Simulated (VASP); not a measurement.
Crystal: TiGe4Mo.

```
Ti Ge Mo
1.0
     3.54014    0.00000    0.00000
     0.00000    3.54014    0.00000
     0.00000    0.00000    8.72869
Ti Ge Mo
1 4 1
Cartesian
  0.0000 0.0000 0.0000
  0.0000 0.0000 5.7755
  1.7701 1.7701 1.4112
  0.0000 0.0000 2.9531
  1.7701 1.7701 7.3175
  1.7701 1.7701 4.3643
```

- Program: VASP 6.6.1
- Task: relaxation of cell and atoms
- Functional: PBE
- Potentials or basis: VASP PAW PBE potentials, release 64 (Ti_sv, Ge_d, Mo_sv)
- Cutoff: 600 eV
- k mesh: 6 × 6 × 2
- Occupations: gaussian, width 0.1 eV
- Spin: no spin polarisation

At the start: pressure -13.7 GPa; volume 18.23 Å³/atom.

Problem. Where does the relaxation end?

Solution. Over 10 steps the energy falls by 123.9 meV/atom and the volume is 15.82 Å³/atom (-13.2 %); space group P4/mmm (No. 123, to 0.05 Å).

Step by step:
```csv
step,energy change (eV),largest force (eV/Å),pressure (GPa),volume (Å³)
1,0.0000,0.4341,-13.69,109.39
2,-0.3373,0.6996,15.99,86.53
3,-0.7210,0.2347,-0.04,95.08
4,-0.7210,0.2394,0.43,94.81
5,-0.7396,0.1634,0.29,94.66
6,-0.7399,0.1511,0.33,94.64
7,-0.7421,0.0789,-0.35,95.05
8,-0.7422,0.0681,-0.21,95.12
9,-0.7422,0.0546,-0.48,95.25
10,-0.7431,0.0192,-0.08,94.94
```

Final structure:
```yaml
crystal:
  lattice:
    - [3.34401, 0.00000, 0.00000]
    - [0.00000, 3.34401, 0.00000]
    - [0.00000, 0.00000, 8.48991]
  atoms:
    - { symbol: Ti, position: [0.00000, 0.00000, 0.00000] }
    - { symbol: Ge, position: [0.00000, 0.00000, 0.66007] }
    - { symbol: Ge, position: [0.50000, 0.50000, 0.16556] }
    - { symbol: Ge, position: [0.00000, 0.00000, 0.33993] }
    - { symbol: Ge, position: [0.50000, 0.50000, 0.83444] }
    - { symbol: Mo, position: [0.50000, 0.50000, 0.50000] }
```
